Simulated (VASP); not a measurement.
# Al4Si (Al (110), 5 layers) in VASP: further runs

Al4Si (Al (110), 5 layers) is run at these levels: LDA; tasks: single point.

Everything below comes from runs of VASP 6.6.1. Logs are shortened: lines on timing, memory, paths and dates and some standing lists are left out, and cuts for length are marked.

### Step 1. The cell of the first run

The cell holds a slab with vacuum, 5 atoms: a = 2.817 Å, b = 3.984 Å, c = 21.634 Å, α = 90.00°, β = 90.00°, γ = 90.00°.

### Step 2. Single point, LDA

Input file INCAR:

```
SYSTEM = Al4Si
  PREC = Accurate
  ENCUT = 400
  EDIFF = 1E-6
  ISMEAR = -1
  SIGMA = 0.05
  LREAL = .FALSE.
  LASPH = .TRUE.
  NELM = 120
  ALGO = Normal
  ISIF = 2
  LWAVE = .FALSE.
  LCHARG = .FALSE.
  LDIPOL = .TRUE.
  IDIPOL = 3
  DIPOL = 0.5 0.5 0.500
  GGA = CA
  NBANDS = 16
  GGA_COMPAT = .FALSE.
  NELMDL = -8
```

Input file KPOINTS:

```
regular mesh
0
G
  13 9 1
  0 0 0
```

Input file POSCAR:

```
Al4Si
1.0
    2.8168008949      0.0000000000      0.0000000000
    0.0000000000      3.9835580280      0.0000000000
    0.0000000000      0.0000000000     21.6336000000
Al Si
4 1
Direct
    0.0000000000      0.0000000000      0.3749259573
    0.5000000000      0.5000000000      0.4352217579
    0.5000000000      0.5000000000      0.5647782477
    0.0000000000      0.0000000000      0.6250740417
    0.0000000000      0.0000000000      0.4999999954
```

Potentials or basis: VASP PAW LDA potentials, release 64 (Al, Si).

The run is started by

```sh
cat potpaw_LDA.64/Al/POTCAR potpaw_LDA.64/Si/POTCAR > POTCAR
mpirun -np 1 vasp_std > vasp.out
```

OUTCAR:

```text
SYSTEM = Al4Si
   PREC = Accurate
   ENCUT = 400
   EDIFF = 1E-6
   ISMEAR = -1
   LREAL = .FALSE.
   LASPH = .TRUE.
   NELM = 120
   ISIF = 2
   GGA = CA
   NELMDL = -8

 ion  position               nearest neighbor table
   1  0.000  0.000  0.375-   5 2.71   2 2.77   2 2.77   2 2.77   2 2.77
   2  0.500  0.500  0.435-   1 2.77   1 2.77   1 2.77   1 2.77   3 2.80   5 2.81   5 2.81   5 2.81
                             5 2.81
   3  0.500  0.500  0.565-   4 2.77   4 2.77   4 2.77   4 2.77   2 2.80   5 2.81   5 2.81   5 2.81
                             5 2.81
   4  0.000  0.000  0.625-   5 2.71   3 2.77   3 2.77   3 2.77   3 2.77
   5  0.000  0.000  0.500-   1 2.71   4 2.71   2 2.81   2 2.81   2 2.81   2 2.81   3 2.81   3 2.81
                             3 2.81   3 2.81

  LATTYP: Found a simple orthorhombic cell.
 ALAT       =     2.8168008949
 B/A-ratio  =     1.4142135623
 C/A-ratio  =     7.6802020474

  Lattice vectors:

 A1 = (   2.8168008949,   0.0000000000,   0.0000000000)
 A2 = (   0.0000000000,   3.9835580280,   0.0000000000)
 A3 = (   0.0000000000,   0.0000000000,  21.6336000000)

Analysis of symmetry for initial positions (statically):
=====================================================================
 Subroutine PRICEL returns:
 Original cell was already a primitive cell.

 Routine SETGRP: Setting up the symmetry group for a
 simple orthorhombic supercell.

 Subroutine GETGRP returns: Found  8 space group operations
 (whereof  8 operations were pure point group operations)
 out of a pool of  8 trial point group operations.

The static configuration has the point symmetry D_2h.

Analysis of symmetry for dynamics (positions and initial velocities):
=====================================================================
 Subroutine PRICEL returns:
 Original cell was already a primitive cell.

 Routine SETGRP: Setting up the symmetry group for a
 simple orthorhombic supercell.

 Subroutine GETGRP returns: Found  8 space group operations
 (whereof  8 operations were pure point group operations)
 out of a pool of  8 trial point group operations.

The dynamic configuration has the point symmetry D_2h.

 Subroutine INISYM returns: Found  8 space group operations
 (whereof  8 operations are pure point group operations),
 and found     1 'primitive' translations

----------------------------------------------------------------------------------------

                                     Primitive cell

  volume of cell :     242.7482

  direct lattice vectors                    reciprocal lattice vectors
     2.816800895  0.000000000  0.000000000     0.355012668  0.000000000  0.000000000
     0.000000000  3.983558028  0.000000000     0.000000000  0.251031865  0.000000000
     0.000000000  0.000000000 21.633600000     0.000000000  0.000000000  0.046224392

  length of vectors
     2.816800895  3.983558028 21.633600000     0.355012668  0.251031865  0.046224392

  position of ions in fractional coordinates (direct lattice)
     0.000000000  0.000000000  0.374925957
     0.500000000  0.500000000  0.435221758
     0.500000000  0.500000000  0.564778248
     0.000000000  0.000000000  0.625074042
     0.000000000  0.000000000  0.499999995

  ion indices of the primitive-cell ions
   primitive index   ion index
                 1           1
                 2           2
                 3           3
                 4           4
                 5           5

----------------------------------------------------------------------------------------

 KPOINTS: regular mesh

Automatic generation of k-mesh.
 Grid dimensions read from file:
 generate k-points for:   13    9    1

 Generating k-lattice:

  Cartesian coordinates                     Fractional coordinates (reciprocal lattice)
     0.027308667  0.000000000  0.000000000     0.076923077  0.000000000  0.000000000
     0.000000000  0.027892429  0.000000000     0.000000000  0.111111111  0.000000000
     0.000000000  0.000000000  0.046224392     0.000000000  0.000000000  1.000000000

  Length of vectors
     0.027308667  0.027892429  0.046224392

  Shift w.r.t. Gamma in fractional coordinates (k-lattice)
     0.000000000  0.000000000  0.000000000

 Subroutine IBZKPT returns following result:
 ===========================================

 Found     35 irreducible k-points:

 Following reciprocal coordinates:
            Coordinates               Weight
  0.000000  0.000000  0.000000      1.000000
  0.076923  0.000000  0.000000      2.000000
  0.153846  0.000000  0.000000      2.000000
  0.230769  0.000000  0.000000      2.000000
  0.307692  0.000000  0.000000      2.000000
  0.384615  0.000000  0.000000      2.000000
[... 16 lines left out ...]
  0.076923  0.333333  0.000000      4.000000
  0.153846  0.333333  0.000000      4.000000
 [... further k-points ...]
   k-points           NKPTS =     35   k-points in BZ     NKDIM =     35   number of bands    NBANDS=     16
   number of dos      NEDOS =    301   number of ions     NIONS =      5
   total plane-waves  NPLWV =  72576
   dimension x,y,z NGX =    18 NGY =   28 NGZ =  144
   dimension x,y,z NGXF=    36 NGYF=   56 NGZF=  288
   ions per type =               4   1
   NGX,Y,Z   is equivalent  to a cutoff of  10.62, 11.69, 11.07 a.u.
   NGXF,Y,Z  is equivalent  to a cutoff of  21.25, 23.37, 22.13 a.u.
 SYSTEM =  Al4Si
   PREC   = accura    normal or accurate (medium, high low for compatibility)
   ISTART =      0    job   : 0-new  1-cont  2-samecut
   ICHARG =      2    charge: 1-file 2-atom 10-const
   ISPIN  =      1    spin polarized calculation?
   LNONCOLLINEAR =      F non collinear calculations
   LSORBIT =      F    spin-orbit coupling
   LASPH  =      T    aspherical Exc in radial PAW
   ENCUT  =  400.0 eV  29.40 Ry    5.42 a.u.   4.59  6.50 35.28*2*pi/ulx,y,z
   NELM   =    120;   NELMIN=  2; NELMDL= -8     # of ELM steps
   EDIFF  = 0.1E-05   stopping-criterion for ELM
   LREAL  =      F    real-space projection
   EDIFFG = 0.1E-04   stopping-criterion for IOM
   NSW    =      0    number of steps for IOM
   IBRION =     -1    ionic relax: 0-MD 1-quasi-New 2-CG
   NFREE  =      0    steps in history (QN), initial steepest desc. (CG)
   ISIF   =      2    stress and relaxation
   ISYM   =      2    0-nonsym 1-usesym 2-fastsym
   POTIM  = 0.5000    time-step for ionic-motion
   TEBEG  =    0.0;   TEEND  =   0.0 temperature during run
   PSTRESS=    0.0 pullay stress
   NELECT =      16.0000    total number of electrons
   NUPDOWN=      -1.0000    fix difference up-down
   EMIN   =  10.00;   EMAX   =-10.00  energy-range for DOS
   EFERMI =   0.00;   METHOD = LEGACY
   ISMEAR =    -1;   SIGMA  =   0.05  broadening in eV -4-tet -1-fermi 0-gaus
   EFERMI_NEDOS =   21; number of points for ismear=-14 and -15
   IALGO  =     38    algorithm
   IMIX   =      4    mixing-type and parameters
     AMIX     =   0.40;   BMIX     =  1.00
     AMIX_MAG =   1.60;   BMIX_MAG =  1.00
  volume/ion in A,a.u.               =      48.55       327.63
  Fermi-wavevector in a.u.,A,eV,Ry     =   0.661296  1.249669  5.950003  0.437313
  Thomas-Fermi vector in A             =   1.734011
   LORBIT       =      0    0 simple, 1 ext, 2 COOP (PROOUT), +10 PAW based schemes
   GGA     = CA    functional components
   LHFCALC =     F    Hartree Fock is set to
   AEXX    =    0.0000 exact exchange contribution
   IVDW    =     0    specifies the selected vdW correction
   LEPSILON=     F    determine dielectric tensor
   LRPA    =     F    only Hartree local field effects (RPA)
 non-spin polarized calculation
  energy-cutoff  :      400.00
  volume of cell :      242.75
 maximum number of plane-waves:      4445
   NGX =  9   NGY = 13   NGZ = 71

 number of electron      16.0000000 magnetization

 dipolmoment           0.000000      0.000000      0.000000 electrons x Angstroem

 Free energy of the ion-electron system (eV)
  ---------------------------------------------------
  ext. energy  EPLUGINS =         0.00000000
  ---------------------------------------------------
  free energy    TOTEN  =       -20.76652914 eV

  energy without entropy =      -20.74083634  energy(sigma->0) =      -20.75368274

 E-fermi :   0.0867     XC(G=0):  -4.4208

 val. band max:        0.0455154726   @ k =   0.4615   0.0000   0.0000
 cond. band min:       0.0876418672   @ k =   0.2308   0.1111   0.0000
 fundamental gap:      0.0421263945
 Fermi energy:         0.0867109160

 k-point     1 :       0.0000    0.0000    0.0000
  band No.  band energies     occupation
      1     -11.8542      2.00000
      2      -9.2495      2.00000
      3      -6.7912      2.00000
      4      -3.6818      2.00000
      5      -3.3410      2.00000
      6      -2.0419      2.00000
[... 8 lines left out ...]
     15       4.6913      0.00000
     16       4.7263      0.00000

 k-point     2 :       0.0769    0.0000    0.0000
  band No.  band energies     occupation
      1     -11.7463      2.00000
      2      -9.1413      2.00000
      3      -6.6835      2.00000
      4      -3.5792      2.00000
      5      -3.2414      2.00000
      6      -1.9360      2.00000
[... 8 lines left out ...]
     15       4.5397      0.00000
     16       4.8676      0.00000

 k-point     3 :       0.1538    0.0000    0.0000
  band No.  band energies     occupation
      1     -11.4231      2.00000
      2      -8.8173      2.00000
      3      -6.3613      2.00000
      4      -3.2744      2.00000
      5      -2.9429      2.00000
      6      -1.6204      2.00000
[... 8 lines left out ...]
     15       4.1966      0.00000
     16       4.9375      0.00000
[... 362 lines left out ...]
 k-point    23 :       0.0769    0.3333    0.0000
  band No.  band energies     occupation
      1     -10.8237      2.00000
      2      -8.1662      2.00000
      3      -7.4612      2.00000
      4      -5.7464      2.00000
      5      -5.0227      2.00000
      6      -2.7998      2.00000
[... 8 lines left out ...]
     15       5.3868      0.00000
     16       5.8898      0.00000

 k-point    24 :       0.1538    0.3333    0.0000
  band No.  band energies     occupation
      1     -10.5036      2.00000
      2      -7.8452      2.00000
      3      -7.1439      2.00000
      4      -5.4251      2.00000
      5      -4.7080      2.00000
      6      -2.4999      2.00000
[... 8 lines left out ...]
     15       4.9714      0.00000
     16       5.3143      0.00000

 [... further k-points ...]

------------------------ aborting loop because EDIFF is reached ----------------------------------------

 vacuum level on the upper side and lower side of the slab       (xc-potential included)        -0.139        -0.139

  FORCE on cell =-STRESS in cart. coord.  units (eV):
  Direction    XX          YY          ZZ          XY          YZ          ZX
  --------------------------------------------------------------------------------------
  -------------------------------------------------------------------------------------
  Total       -1.4581017     -1.2991639     -2.1434425      0.0000000      0.0000000      0.0000000
  in kB       -9.6237053     -8.5746898    -14.1470640      0.0000000      0.0000000      0.0000000
  external PRESSURE =     -10.7818197 kB  Pullay stress =       0.0000000 kB

 VOLUME and BASIS-vectors are now :
 -----------------------------------------------------------------------------
  energy-cutoff  :      400.00
  volume of cell :      242.75
      direct lattice vectors                 reciprocal lattice vectors
     2.816800895  0.000000000  0.000000000     0.355012668  0.000000000  0.000000000
     0.000000000  3.983558028  0.000000000     0.000000000  0.251031865  0.000000000
     0.000000000  0.000000000 21.633600000     0.000000000  0.000000000  0.046224392

 POSITION                                       TOTAL-FORCE (eV/Angst)
 -----------------------------------------------------------------------------------
      0.00000      0.00000      8.11100         0.000000      0.000000      0.250183
      1.40840      1.99178      9.41541         0.000000      0.000000      0.278330
      1.40840      1.99178     12.21819         0.000000      0.000000     -0.278330
      0.00000      0.00000     13.52260         0.000000      0.000000     -0.250183
      0.00000      0.00000     10.81680         0.000000      0.000000      0.000000
 -----------------------------------------------------------------------------------
    total drift:                               -0.000000      0.000000      0.000011

  FREE ENERGIE OF THE ION-ELECTRON SYSTEM (eV)
  ---------------------------------------------------
  free  energy   TOTEN  =       -20.7665291423 eV

  energy  without entropy=      -20.7408363363  energy(sigma->0) =      -20.75368274

 vacuum level on the upper side and lower side of the slab         4.040         4.040
```

Wall time 61 s (1 thread of Intel Xeon 6975P-C (Granite Rapids), shared host); peak memory 0.24 GiB.

What came out:

| Quantity | Value |
| --- | --- |
| Free energy | -20.7665 eV |
| Largest force | 0.278 eV/Å |
| Band gap on the k mesh | zero (band 8 reaches 0.59 eV, above the bottom of band 9 at -0.96 eV) |

Forces on the atoms (eV/Å):
```
Al   0.000  0.000  0.250
Al   0.000  0.000  0.278
Al   0.000  0.000 -0.278
Al   0.000  0.000 -0.250
Si   0.000  0.000  0.000
```

### Step 3. Single point, LDA

Input file INCAR:

```
PREC     = Accurate       # precision mode
ENCUT    = 400            # plane-wave cutoff, eV
EDIFF    = 1E-6           # SCF threshold, eV
ISMEAR   = -1             # smearing method
SIGMA    = 0.05           # smearing width, eV
LREAL    = False          # projectors in reciprocal space
LASPH    = True           # aspherical terms in the spheres
NELM     = 120            # most SCF steps
ALGO     = Normal         # electronic algorithm
ISIF     = 2              # what is computed and relaxed
LWAVE    = False          # write WAVECAR
LCHARG   = False          # write CHGCAR
LDIPOL   = True         
IDIPOL   = 3            
DIPOL    = 0.5 0.5 0.500
NBANDS   = 16             # bands
GGA_COMPAT= False        
NELMDL   = -8
```

Input file KPOINTS:

```
Automatic mesh
0
Gamma
  13 9 1
```

POSCAR is that of step 2.

Potentials or basis: VASP PAW LDA potentials, release 64 (Al, Si).

The run is started by

```sh
cat potpaw_LDA.64/Al/POTCAR potpaw_LDA.64/Si/POTCAR > POTCAR
mpirun -np 1 vasp_std > vasp.out
```

It took 57 s on 1 thread of Intel Xeon 6975P-C (Granite Rapids), shared host; peak memory 0.24 GiB.

Results (log left out):

```yaml
Free_energy: -20.7665 eV
Largest_force: 0.278 eV/Å
Band_gap_on_the_k_mesh: zero (band 8 reaches 0.59 eV, above the bottom of band 9 at -0.96 eV)
```

Forces in eV/Å, atoms in the order of the input:
```
Al   0.000  0.000  0.250
Al   0.000  0.000  0.278
Al   0.000  0.000 -0.278
Al   0.000  0.000 -0.250
Si   0.000  0.000  0.000
```

Levels at points of the mesh, in eV from the Fermi level:
```
           k point  band 4  band 5  band 6  band 7  band 8  band 9  band 10  band 11  band 12  band 13
(0.00, 0.00, 0.00)   -3.77   -3.43   -2.13   -1.03   -0.79    0.24     1.27     2.03     3.14     3.65
```
